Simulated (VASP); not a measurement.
Set up this calculation in VASP 6.6.1, as the native input.

| Item | Value |
| --- | --- |
| Task | single point |
| Functional | PBEsol |
| Potentials or basis | VASP PAW PBE potentials, release 64 (Sn_d) |
| Cutoff | 520 eV |
| k mesh | 7 × 7 × 7 |
| Occupations | fermi-dirac, width 0.05 eV |
| Spin | no spin polarisation |
| Dipole correction | no |
| Further INCAR settings | ALGO = Fast; EDIFF = 1e-06; NBANDS = 21 |

The structure of Sn lies in POSCAR:

```
Sn
1.0
    0.0000000000      3.2547562903      3.2547562903
    3.2547562903      0.0000000000      3.2547562903
    3.2547562903      3.2547562903      0.0000000000
Sn
2
Direct
    0.7500000000      0.7500000000      0.7500000000
    0.5000000000      0.5000000000      0.5000000000
```

This isn't the form of Sn at room conditions, which is tetragonal (white tin).

These files were run (other wordings do the same):

INCAR

```
PREC     = Accurate       # precision mode
ENCUT    = 520            # plane-wave cutoff, eV
EDIFF    = 1E-6           # SCF threshold, eV
ISMEAR   = -1             # smearing method
SIGMA    = 0.05           # smearing width, eV
LREAL    = F              # projectors in reciprocal space
LASPH    = T              # aspherical terms in the spheres
NELM     = 80             # most SCF steps
ALGO     = Fast           # electronic algorithm
ISIF     = 2              # what is computed and relaxed
LWAVE    = F              # write WAVECAR
LCHARG   = T              # write CHGCAR
GGA      = PS             # functional
LELF     = T              # ELF
LVHAR    = T            
NBANDS   = 21             # bands
```

KPOINTS

```
Automatic mesh
0
Gamma
  7 7 7
```

Potentials or basis: VASP PAW PBE potentials, release 64 (Sn_d).

Launch:

```console
$ cat potpaw_PBE.64/Sn_d/POTCAR > POTCAR
$ mpirun -np 1 vasp_std > vasp.out
```

It gave:

```yaml
Pressure: 0.5 GPa
Band_gap_on_the_k_mesh: zero (bands 14 and 15 overlap by 0.13 eV)
```

Caveat: the PAW data sets were made with another functional, which shifts forces and pressure a little; spin-orbit coupling is left out, which moves the levels of the heavy elements.

Run time: 45 s on 1 thread of Intel(R) Xeon(R) Platinum 8259CL CPU @ 2.50GHz (Skylake/Cascade Lake), with other jobs on the host, peak memory 0.2 GiB.
